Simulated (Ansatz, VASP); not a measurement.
# One calculation of Si, two programs

Contents of POSCAR:

```
Si
1.0
    0.0000000000      2.7221188957      2.7221188957
    2.7221188957      0.0000000000      2.7221188957
    2.7221188957      2.7221188957      0.0000000000
Si
2
Direct
    0.0000000000      0.0000000000      0.0000000000
    0.2500000000      0.2500000000      0.2500000000
```

INCAR.step1

```
SYSTEM = Si
  PREC = Accurate
  ENCUT = 520
  EDIFF = 1E-5
  ISMEAR = 0
  SIGMA = 0.01
  LREAL = .False.
  LASPH = .True.
  NELM = 100
  ALGO = Normal
  ISIF = 2
  LWAVE = .True.
  NBANDS = 11
  GGA = PE
```

File INCAR.step2:

```
SYSTEM = Si
  PREC = Accurate
  ENCUT = 520
  EDIFF = 1E-6
  ISMEAR = 0
  SIGMA = 0.01
  LREAL = .False.
  LASPH = .True.
  NELM = 100
  ALGO = Normal
  ISIF = 2
  LWAVE = .False.
  LCHARG = .True.
  GGA = PE
  LHFCALC = .True.
  AEXX = 0.25
  PRECFOCK = Normal
  LELF = .True.
  LVHAR = .True.
  NBANDS = 11
  ISTART = 1
```

The input KPOINTS:

```
Automatic mesh
0
Gamma
  6 6 6
  0 0 0
```

Input for Ansatz:

```yaml
crystal:
  lattice:
    - [0.0, 2.7221188957, 2.7221188957]
    - [2.7221188957, 0.0, 2.7221188957]
    - [2.7221188957, 2.7221188957, 0.0]
  atoms:
    - { symbol: Si, position: [0.0, 0.0, 0.0] }
    - { symbol: Si, position: [0.25, 0.25, 0.25] }
kpoints:
  mp_grid: { grid: [6, 6, 6] }
  band_path:
    path:
      - [0.0, 0.0, 0.0]
      - [0.5, 0.0, 0.5]
      - [0.625, 0.25, 0.625]
      - [0.375, 0.375, 0.75]
      - [0.5, 0.5, 0.5]
      - [0.5, 0.25, 0.75]
      - [0.0, 0.419271, 0.419271]
    npoints: 1
hamiltonian:
  xc: pbe0
scf:
  occupations: { method: fixed }
  n_extra_bands: 4
output:
  forces: true
  stress: true
  eigenvalues: true
```

Alike in both runs: task single point; functional PBE0; k mesh 6 × 6 × 6; no spin polarisation.

|  | VASP | Ansatz |
| --- | --- | --- |
| version | VASP 6.6.1 | Ansatz 0.2.0 |
| potentials or method | VASP PAW PBE potentials, release 64 (Si) | plane waves, PAW |
| plane-wave cutoff (eV) | 520 | 420 |
| occupations | gaussian, width 0.01 eV | fixed |
| valence electrons in the cell | 8 | 8 |

|  | VASP | Ansatz | Ansatz less VASP |
| --- | --- | --- | --- |
| gap on the k mesh at the Fermi level (eV) | 1.99 | 1.95 | -0.036 |
| pressure (GPa) | -0.7 | -0.4 | +0.36 |

Ansatz's warnings: stress exchange threshold loose, stress scf threshold loose.
